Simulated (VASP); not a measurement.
Crystal: EuO.

```xyz
2
Lattice="0.0000 2.5720 2.5720 2.5720 0.0000 2.5720 2.5720 2.5720 0.0000" Properties=species:S:1:pos:R:3 pbc="T T T"
Eu    2.5720    2.5720    2.5720
O     0.0000    0.0000    0.0000
```

Base run:

* Program: VASP 6.6.1
* Functional: PBE-based screened hybrid with 25 % exact exchange
* Potentials or basis: VASP PAW PBE potentials, release 64 (Eu, O)
* Cutoff: 520 eV
* k mesh: 6 × 6 × 6
* Occupations: gaussian, width 0.05 eV
* Spin: collinear spin, ferromagnetic start
* Starting moments: [7.43, 0.0] μB

Its results: band gap on the k mesh zero (filled and empty bands overlap); pressure -2.5 GPa; net moment 7.00 μB per cell; site moments Eu +6.71; O -0.10 μB.

Q: The run is repeated on the same cell with these changes: functional from PBE-based screened hybrid with 25 % exact exchange to PBE-based global hybrid with 40 % exact exchange; share of exact exchange from 0.25 to 0.4. What comes out?

A: Band gap on the k mesh 2.60 eV (least direct gap 2.75 eV); pressure -1.3 GPa; net moment 7.00 μB per cell; site moments Eu +6.75; O -0.08 μB.

Caveats: the PAW data sets were made with another functional, which shifts forces and pressure a little; spin-orbit coupling is left out, which moves the levels of the heavy elements; a cell with one magnetic atom can't hold antiferromagnetic order, which such compounds often take.

A k mesh can miss the band edges.
